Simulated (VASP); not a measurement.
# Ag (P1) in VASP: single point with r2SCAN

Aim: the single point of Ag with r2SCAN.

Everything below comes from runs of VASP 6.6.1. Logs are shortened: lines on timing, memory, paths and dates and some standing lists are left out, and cuts for length are marked.

## Step 1: The cell of the first run

The typed cell holds 4 atoms: a = 2.904 Å, b = 2.904 Å, c = 9.496 Å, α = 90.00°, β = 90.00°, γ = 120.00°.

## Step 2: Single point, r2SCAN (atoms moved at random)

Input file POSCAR:

```
Ag
1.0
    2.9036957664      0.0000000000      0.0000000000
   -1.4518478832      2.5146742985      0.0000000000
    0.0000000000      0.0000000000      9.4956926590
Ag
4
Direct
    0.3838806133      0.6377986431      0.1031793792
    0.1551234535      0.5346049307      0.6147380122
    0.7918242142      0.4144859112      0.3836691417
    0.6691717189      0.4131105149      0.8984134668
```

Input file INCAR.step1:

```
ALGO = Normal
EDIFF = 1E-4
ENCUT = 520
GGA = PE
ISMEAR = 0
LASPH = T
LCHARG = F
LREAL = F
LWAVE = T
NBANDS = 30
NELM = 80
PREC = Accurate
SIGMA = 0.15
```

Input file INCAR.step2:

```
ALGO = Normal
EDIFF = 1E-6
ENCUT = 520
ISIF = 2
ISMEAR = 0
ISTART = 1
LASPH = T
LCHARG = F
LMIXTAU = T
LREAL = F
LWAVE = F
METAGGA = R2SCAN
NBANDS = 30
NELM = 80
PREC = Accurate
SIGMA = 0.15
```

Input file KPOINTS:

```
k-points
0
Gamma
  12 12 4
```

Potentials or basis: VASP PAW PBE potentials, release 64 (Ag).

On the command line:

```bash
> cat potpaw_PBE.64/Ag/POTCAR > POTCAR
> cp INCAR.step1 INCAR
> mpirun -np 1 vasp_std > vasp.out
> cp INCAR.step2 INCAR
> mpirun -np 1 vasp_std > vasp.out
```

OUTCAR:

```text
EDIFF = 1E-6
   ENCUT = 520
   ISIF = 2
   ISMEAR = 0
   ISTART = 1
   LASPH = T
   LREAL = F
   METAGGA = R2SCAN
   NELM = 80
   PREC = Accurate

 ion  position               nearest neighbor table
   1  0.384  0.638  0.103-   4 2.33   4 2.68   4 2.77   3 3.06   3 3.11   3 3.30
   2  0.155  0.535  0.615-   3 2.38   4 2.98   3 3.00   3 3.17   4 3.18   4 3.49
   3  0.792  0.414  0.384-   2 2.38   2 3.00   1 3.06   1 3.11   2 3.17   1 3.30
   4  0.669  0.413  0.898-   1 2.33   1 2.68   1 2.77   2 2.98   2 3.18   2 3.49

  LATTYP: Found a hexagonal cell.
 ALAT       =     2.9036957664
 C/A-ratio  =     3.2702092171

  Lattice vectors:

 A1 = (   2.9036957664,   0.0000000000,   0.0000000000)
 A2 = (  -1.4518478832,   2.5146742985,   0.0000000000)
 A3 = (   0.0000000000,   0.0000000000,   9.4956926590)

Analysis of symmetry for initial positions (statically):
=====================================================================
 Subroutine PRICEL returns:
 Original cell was already a primitive cell.

 Routine SETGRP: Setting up the symmetry group for a
 hexagonal supercell.

 Subroutine GETGRP returns: Found  1 space group operations
 (whereof  1 operations were pure point group operations)
 out of a pool of 24 trial point group operations.

The static configuration has the point symmetry C_1 .

Analysis of symmetry for dynamics (positions and initial velocities):
=====================================================================
 Subroutine PRICEL returns:
 Original cell was already a primitive cell.

 Routine SETGRP: Setting up the symmetry group for a
 hexagonal supercell.

 Subroutine GETGRP returns: Found  1 space group operations
 (whereof  1 operations were pure point group operations)
 out of a pool of 24 trial point group operations.

The dynamic configuration has the point symmetry C_1 .

 Subroutine INISYM returns: Found  1 space group operations
 (whereof  1 operations are pure point group operations),
 and found     1 'primitive' translations

----------------------------------------------------------------------------------------

                                     Primitive cell

  volume of cell :      69.3361

  direct lattice vectors                    reciprocal lattice vectors
     2.903695766  0.000000000  0.000000000     0.344388696  0.198832907  0.000000000
    -1.451847883  2.514674299  0.000000000     0.000000000  0.397665813  0.000000000
[... 90 lines left out ...]
   LREAL  =      F    real-space projection
   EDIFFG = 0.1E-04   stopping-criterion for IOM
   NSW    =      0    number of steps for IOM
   IBRION =     -1    ionic relax: 0-MD 1-quasi-New 2-CG
   NFREE  =      0    steps in history (QN), initial steepest desc. (CG)
   ISIF   =      2    stress and relaxation
   ISYM   =      2    0-nonsym 1-usesym 2-fastsym
   POTIM  = 0.5000    time-step for ionic-motion
   TEBEG  =    0.0;   TEEND  =   0.0 temperature during run
   PSTRESS=    0.0 pullay stress
   NELECT =      44.0000    total number of electrons
   NUPDOWN=      -1.0000    fix difference up-down
   EMIN   =  10.00;   EMAX   =-10.00  energy-range for DOS
   EFERMI =   0.00;   METHOD = LEGACY
   ISMEAR =     0;   SIGMA  =   0.15  broadening in eV -4-tet -1-fermi 0-gaus
   EFERMI_NEDOS =   21; number of points for ismear=-14 and -15
   IALGO  =     38    algorithm
   IMIX   =      4    mixing-type and parameters
     AMIX     =   0.40;   BMIX     =  1.00
     AMIX_MAG =   1.60;   BMIX_MAG =  1.00
  volume/ion in A,a.u.               =      17.33       116.98
  Fermi-wavevector in a.u.,A,eV,Ry     =   1.406822  2.658509 26.927954  1.979149
  Thomas-Fermi vector in A             =   2.529144
   LORBIT       =      0    0 simple, 1 ext, 2 COOP (PROOUT), +10 PAW based schemes
   METAGGA = R2SCAN    functional components
   LHFCALC =     F    Hartree Fock is set to
   AEXX    =    0.0000 exact exchange contribution
   IVDW    =     0    specifies the selected vdW correction
   LEPSILON=     F    determine dielectric tensor
   LRPA    =     F    only Hartree local field effects (RPA)
 non-spin polarized calculation
 Gauss-broadening in eV      SIGMA  =   0.15
  energy-cutoff  :      520.00
  volume of cell :       69.34
 maximum number of plane-waves:      1908
 NGX is ok and might be reduce to    24
   NGX = 11   NGY = 11   NGZ = 35

 number of electron      44.0000000 magnetization

 Free energy of the ion-electron system (eV)
  ---------------------------------------------------
  ext. energy  EPLUGINS =         0.00000000
  ---------------------------------------------------
  free energy    TOTEN  =       -84.01778166 eV

  energy without entropy =      -84.00747384  energy(sigma->0) =      -84.01262775

 E-fermi :   8.2467     XC(G=0): -12.7929

 val. band max:        8.2432764145   @ k =  -0.4167   0.5000   0.5000
 cond. band min:       8.2493360063   @ k =   0.0000   0.5000   0.5000
 fundamental gap:      0.0060595918
 Fermi energy:         8.2466512385

 k-point     1 :       0.0000    0.0000    0.0000
  band No.  band energies     occupation
      1       0.3079      2.00000
      2       1.1585      2.00000
      3       1.4249      2.00000
      4       1.7485      2.00000
      5       2.1570      2.00000
      6       2.4530      2.00000
[... 781 lines left out ...]
     29      21.2393      0.00000
     30      21.3780      0.00000

 [... further k-points ...]

------------------------ aborting loop because EDIFF is reached ----------------------------------------

  FORCE on cell =-STRESS in cart. coord.  units (eV):
  Direction    XX          YY          ZZ          XY          YZ          ZX
  --------------------------------------------------------------------------------------
  -------------------------------------------------------------------------------------
  Total        3.9618305      0.7215857     10.9425507     -0.5923124      2.2529154     -0.5507053
  in kB       91.5476009     16.6739692    252.8538945    -13.6867994     52.0590173    -12.7253678
  external PRESSURE =     120.3584882 kB  Pullay stress =       0.0000000 kB

 VOLUME and BASIS-vectors are now :
 -----------------------------------------------------------------------------
  energy-cutoff  :      520.00
  volume of cell :       69.34
      direct lattice vectors                 reciprocal lattice vectors
     2.903695766  0.000000000  0.000000000     0.344388696  0.198832907  0.000000000
    -1.451847883  2.514674299  0.000000000     0.000000000  0.397665813  0.000000000
     0.000000000  0.000000000  9.495692659     0.000000000  0.000000000  0.105310906

 POSITION                                       TOTAL-FORCE (eV/Angst)
 -----------------------------------------------------------------------------------
      0.18869      1.60386      0.97976        -1.388686      0.801352      4.310304
     -0.32573      1.34436      5.83736         1.124976      0.398682      2.883219
      1.69745      1.04230      3.64320        -1.089560     -0.404915     -2.906189
      1.34330      1.03884      8.53106         1.353270     -0.795119     -4.287334
 -----------------------------------------------------------------------------------
    total drift:                               -0.000048      0.000045     -0.000059

  FREE ENERGIE OF THE ION-ELECTRON SYSTEM (eV)
  ---------------------------------------------------
  free  energy   TOTEN  =       -84.0177816601 eV

  energy  without entropy=      -84.0074738439  energy(sigma->0) =      -84.01262775
```

It took 41 min on 1 thread of Oxide Virtual Turin-like, shared host; peak memory 0.5 GiB.

What came out:

```yaml
Free_energy: -84.0178 eV
Pressure: 12.0 GPa
Largest_force: 4.599 eV/Å
Band_gap_on_the_k_mesh: zero (bands 22 and 23 overlap by 6.70 eV)
```

Forces in eV/Å, atoms in the order of the input:
```
Ag  -1.389  0.801  4.310
Ag   1.125  0.399  2.883
Ag  -1.090 -0.405 -2.906
Ag   1.353 -0.795 -4.287
```

Caveat: the cell differs from its parent crystal (atoms moved at random); the cell stands under pressure; the PAW data sets were made with another functional, which shifts forces and pressure a little.
